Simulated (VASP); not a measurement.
# PbS in VASP: single point with PBE

Aim: the single point of PbS with PBE.

Everything below comes from runs of VASP 6.6.1. Logs are shortened: lines on timing, memory, paths and dates and some standing lists are left out, and cuts for length are marked.

## (1) The cell of the first run

The cell holds a slab with vacuum, 4 atoms: a = 4.130 Å, b = 4.130 Å, c = 11.759 Å, α = 93.75°, β = 93.75°, γ = 89.21°.

## (2) Single point, PBE

POSCAR reads:

```
PbS
1.0
    2.9405000000     -2.9000000000      0.0000000000
    2.9405000000      2.9000000000      0.0000000000
   -1.0800500000      0.0000000000     11.7092900000
Pb S
2 2
Direct
    0.7756000000      0.7756000000      0.6363800000
    0.2244000000      0.2244000000      0.3636200000
    0.2684000000      0.2684000000      0.5986000000
    0.7316000000      0.7316000000      0.4014000000
```

INCAR.step1 reads:

```
ALGO = Normal
EDIFF = 1E-6
ENCUT = 520
GGA = PE
ISIF = 2
ISMEAR = -1
LASPH = True
LCHARG = True
LREAL = False
LWAVE = False
NBANDS = 28
NELM = 100
PREC = Accurate
SIGMA = 0.02
```

KPOINTS.step1 reads:

```
k-points
0
Gamma
  7 7 3
```

INCAR.step2 reads:

```
ALGO = Normal
EDIFF = 1E-6
ENCUT = 520
GGA = PE
ICHARG = 11
ISIF = 2
ISMEAR = -5
LASPH = True
LCHARG = False
LORBIT = 11
LREAL = False
LWAVE = False
NEDOS = 1001
NELM = 100
PREC = Accurate
SIGMA = 0.02
```

KPOINTS.step2 reads:

```
k-points
0
Gamma
  11 11 5
```

Potentials or basis: VASP PAW PBE potentials, release 64 (Pb_d, S).

The run is started by

```console
$ cat potpaw_PBE.64/Pb_d/POTCAR potpaw_PBE.64/S/POTCAR > POTCAR
$ cp INCAR.step1 INCAR
$ cp KPOINTS.step1 KPOINTS
$ mpirun -np 1 vasp_std > vasp.out
$ cp INCAR.step2 INCAR
$ cp KPOINTS.step2 KPOINTS
$ mpirun -np 1 vasp_std > vasp.out
```

OUTCAR:

```text
EDIFF = 1E-6
   ENCUT = 520
   GGA = PE
   ICHARG = 11
   ISIF = 2
   ISMEAR = -5
   LASPH = True
   LORBIT = 11
   LREAL = False
   NELM = 100
   PREC = Accurate

 ion  position               nearest neighbor table
   1  0.776  0.776  0.636-   4 2.75   3 2.93   3 2.93   3 2.97   3 2.98
   2  0.224  0.224  0.364-   3 2.75   4 2.93   4 2.93   4 2.97   4 2.98
   3  0.268  0.268  0.599-   2 2.75   1 2.93   1 2.93   1 2.97   1 2.98
   4  0.732  0.732  0.401-   1 2.75   2 2.93   2 2.93   2 2.97   2 2.98

  LATTYP: Found a base centered monoclinic cell.
 ALAT       =     5.8810000000
 B/A-ratio  =     0.9862268322
 C/A-ratio  =     1.9994891546
 COS(beta)  =    -0.0918488301

  Lattice vectors:

 A1 = (   2.9405000000,  -2.9000000000,   0.0000000000)
 A2 = (   2.9405000000,   2.9000000000,   0.0000000000)
 A3 = (  -1.0800500000,   0.0000000000,  11.7092900000)

Analysis of symmetry for initial positions (statically):
=====================================================================
 Subroutine PRICEL returns:
 Original cell was already a primitive cell.

 Routine SETGRP: Setting up the symmetry group for a
 base centered monoclinic supercell.

 Subroutine GETGRP returns: Found  4 space group operations
 (whereof  4 operations were pure point group operations)
 out of a pool of  4 trial point group operations.

The static configuration has the point symmetry C_2h.

Analysis of symmetry for dynamics (positions and initial velocities):
=====================================================================
 Subroutine PRICEL returns:
 Original cell was already a primitive cell.

 Routine SETGRP: Setting up the symmetry group for a
 base centered monoclinic supercell.

 Subroutine GETGRP returns: Found  4 space group operations
 (whereof  4 operations were pure point group operations)
 out of a pool of  4 trial point group operations.

The dynamic configuration has the point symmetry C_2h.

 Subroutine INISYM returns: Found  4 space group operations
 (whereof  4 operations are pure point group operations),
 and found     1 'primitive' translations

----------------------------------------------------------------------------------------

                                     Primitive cell

  volume of cell :     199.7008

  direct lattice vectors                    reciprocal lattice vectors
     2.940500000 -2.900000000  0.000000000     0.170039109 -0.172413793  0.015684191
[... 93 lines left out ...]
   LREAL  =      F    real-space projection
   EDIFFG = 0.1E-04   stopping-criterion for IOM
   NSW    =      0    number of steps for IOM
   IBRION =     -1    ionic relax: 0-MD 1-quasi-New 2-CG
   NFREE  =      0    steps in history (QN), initial steepest desc. (CG)
   ISIF   =      2    stress and relaxation
   ISYM   =      2    0-nonsym 1-usesym 2-fastsym
   POTIM  = 0.5000    time-step for ionic-motion
   TEBEG  =    0.0;   TEEND  =   0.0 temperature during run
   PSTRESS=    0.0 pullay stress
   NELECT =      40.0000    total number of electrons
   NUPDOWN=      -1.0000    fix difference up-down
   EMIN   =  10.00;   EMAX   =-10.00  energy-range for DOS
   EFERMI =   0.00;   METHOD = LEGACY
   ISMEAR =    -5;   SIGMA  =   0.02  broadening in eV -4-tet -1-fermi 0-gaus
   EFERMI_NEDOS =   21; number of points for ismear=-14 and -15
   IALGO  =     38    algorithm
   IMIX   =      4    mixing-type and parameters
     AMIX     =   0.40;   BMIX     =  1.00
     AMIX_MAG =   1.60;   BMIX_MAG =  1.00
  volume/ion in A,a.u.               =      49.93       336.91
  Fermi-wavevector in a.u.,A,eV,Ry     =   0.957859  1.810091 12.483262  0.917494
  Thomas-Fermi vector in A             =   2.086915
   LORBIT       =     11    0 simple, 1 ext, 2 COOP (PROOUT), +10 PAW based schemes
   GGA     = PE    functional components
   LHFCALC =     F    Hartree Fock is set to
   AEXX    =    0.0000 exact exchange contribution
   IVDW    =     0    specifies the selected vdW correction
   LEPSILON=     F    determine dielectric tensor
   LRPA    =     F    only Hartree local field effects (RPA)
 non-spin polarized calculation
 Fermi weights with tetrahedron method with Bloechl corrections
  energy-cutoff  :      520.00
  volume of cell :      199.70
 maximum number of plane-waves:      5400

 number of electron      40.0000009 magnetization

 Free energy of the ion-electron system (eV)
  ---------------------------------------------------
  ext. energy  EPLUGINS =         0.00000000
  ---------------------------------------------------
  free energy    TOTEN  =       -17.18335282 eV

  energy without entropy =      -17.18335282  energy(sigma->0) =      -17.18335282

 E-fermi :   0.7161     XC(G=0):  -5.9141

 val. band max:        0.7130188885   @ k =   0.3636  -0.0000   0.4000
 cond. band min:       1.9595084291   @ k =   0.0000   0.0000   0.4000
 fundamental gap:      1.2464895407
 Fermi energy:         0.7161274389

 k-point     1 :       0.0000    0.0000    0.0000
  band No.  band energies     occupation
      1     -15.6263      2.00000
      2     -15.5428      2.00000
      3     -15.5405      2.00000
      4     -15.5342      2.00000
      5     -15.5030      2.00000
      6     -15.4979      2.00000
[... 637 lines left out ...]
     23       4.1743      0.00000
     24       4.3947      0.00000

 [... further k-points ...]
[... 5 lines left out ...]
  --------------------------------------------------------------------------------------
  -------------------------------------------------------------------------------------
  Total        0.6323256      1.7403381     -1.5088242      0.0000000      0.0000000     -0.0126605
  in kB        5.0730787     13.9625410    -12.1051306      0.0000000      0.0000000     -0.1015736
  external PRESSURE =       2.3101631 kB  Pullay stress =       0.0000000 kB

 VOLUME and BASIS-vectors are now :
 -----------------------------------------------------------------------------
  energy-cutoff  :      520.00
  volume of cell :      199.70
      direct lattice vectors                 reciprocal lattice vectors
     2.940500000 -2.900000000  0.000000000     0.170039109 -0.172413793  0.015684191
     2.940500000  2.900000000  0.000000000     0.170039109  0.172413793  0.015684191
    -1.080050000  0.000000000 11.709290000     0.000000000  0.000000000  0.085402275

 POSITION                                       TOTAL-FORCE (eV/Angst)
 -----------------------------------------------------------------------------------
      3.87398      0.00000      7.45156        -0.001655      0.000000     -0.410309
      0.92697      0.00000      4.25773         0.001655      0.000000      0.410309
      0.93194      0.00000      7.00918        -0.003684      0.000000     -0.064269
      3.86901      0.00000      4.70011         0.003684      0.000000      0.064269
 -----------------------------------------------------------------------------------
    total drift:                               -0.000000     -0.000000     -0.000000

  FREE ENERGIE OF THE ION-ELECTRON SYSTEM (eV)
  ---------------------------------------------------
  free  energy   TOTEN  =       -17.1833528157 eV

  energy  without entropy=      -17.1833528157  energy(sigma->0) =      -17.18335282

 total charge

# of ion       s       p       d       tot
------------------------------------------
    1        1.450   0.549   9.842  11.841
    2        1.450   0.549   9.842  11.841
    3        1.347   2.350   0.000   3.697
    4        1.347   2.350   0.000   3.697
--------------------------------------------------
tot          5.594   5.797  19.684  31.075
```

OSZICAR.step1:

```text
N       E                     dE             d eps       ncg     rms          rms(c)
DAV:   1     0.407123300957E+03    0.40712E+03   -0.17727E+04  2472   0.130E+03
DAV:   2     0.331358684485E+02   -0.37399E+03   -0.36358E+03  2632   0.350E+02
DAV:   3    -0.161286068265E+02   -0.49264E+02   -0.48295E+02  3272   0.150E+02
DAV:   4    -0.184896633024E+02   -0.23611E+01   -0.23506E+01  2896   0.393E+01
DAV:   5    -0.185917431414E+02   -0.10208E+00   -0.10204E+00  3284   0.815E+00    0.671E+00
DAV:   6    -0.172622421665E+02    0.13295E+01   -0.32157E+00  3444   0.108E+01    0.416E+00
DAV:   7    -0.172268603573E+02    0.35382E-01   -0.67268E-01  2828   0.326E+00    0.273E+00
DAV:   8    -0.171952696176E+02    0.31591E-01   -0.19203E-01  3380   0.324E+00    0.167E+00
DAV:   9    -0.171857699531E+02    0.94997E-02   -0.49207E-02  3196   0.169E+00    0.413E-01
DAV:  10    -0.171800748707E+02    0.56951E-02   -0.11056E-02  3160   0.452E-01    0.219E-01
DAV:  11    -0.171793253974E+02    0.74947E-03   -0.32233E-03  2960   0.204E-01    0.159E-01
DAV:  12    -0.171814510692E+02   -0.21257E-02   -0.56327E-04  2684   0.131E-01    0.129E-01
DAV:  13    -0.171829774784E+02   -0.15264E-02   -0.67358E-04  2924   0.148E-01    0.269E-02
DAV:  14    -0.171832596885E+02   -0.28221E-03   -0.68130E-05  2632   0.558E-02    0.245E-02
DAV:  15    -0.171833715522E+02   -0.11186E-03   -0.44219E-05  2520   0.360E-02    0.883E-03
DAV:  16    -0.171833742031E+02   -0.26510E-05   -0.57883E-06  2616   0.146E-02    0.653E-03
DAV:  17    -0.171833744239E+02   -0.22075E-06   -0.33719E-07  2260   0.444E-03
   1 F= -.17183374E+02 E0= -.17183374E+02  d E =-.194126E-11
```

Wall time 10 min (1 thread of Oxide Virtual Turin-like, shared host); peak memory 0.74 GiB.

Results:

| Quantity | Value |
| --- | --- |
| Valence electrons inside the program's atomic spheres | Pb 11.84; S 3.70 |

Caveat: there is no dipole correction, which matters where the two faces differ; spin-orbit coupling is left out, which moves the levels of the heavy elements.
